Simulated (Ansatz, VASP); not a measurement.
# B3As5 in VASP and in Ansatz

```
CELL_PARAMETERS angstrom
6.48523 0.00000 0.00000
0.00000 6.48523 0.00000
0.00000 0.00000 3.22151
ATOMIC_POSITIONS crystal
B 0.50000 0.00000 0.57155
B 0.00000 0.50000 0.57155
B 0.00000 0.00000 0.57222
As 0.71774 0.00000 0.07152
As 0.28226 0.00000 0.07152
As 0.00000 0.71774 0.07152
As 0.00000 0.28226 0.07152
As 0.50000 0.50000 0.57256
```

Alike in both runs: functional PBE; k mesh 3 × 3 × 4; occupations gaussian, width 0.2 eV; no spin polarisation.

Ansatz relaxed the structure, and its values are those at the end. VASP's run is a single point on that final structure, the one shown.

|  | VASP | Ansatz |
| --- | --- | --- |
| version | VASP 6.6.1 | Ansatz 0.2.0 |
| potentials or method | VASP PAW PBE potentials, release 64 (B, As), cutoff 500 eV | scalar-relativistic, plane waves, PAW |
| valence electrons in the cell | 34 | 84 |

```tsv
	VASP	Ansatz	Ansatz less VASP
gap on the k mesh at the Fermi level (eV)	none	none	-
pressure (GPa)	0.4	0.1	-0.29
rms of the force components (eV/Å)	0.011	0.011	+0.0003
```

A gap of «none» marks a metal or a gap that the smearing closes. VASP's potentials hold 34 valence electrons a cell and Ansatz's 84, so a difference there can come from the potentials and not from the codes.

The k mesh is coarse, so the values compare programs but aren't converged.
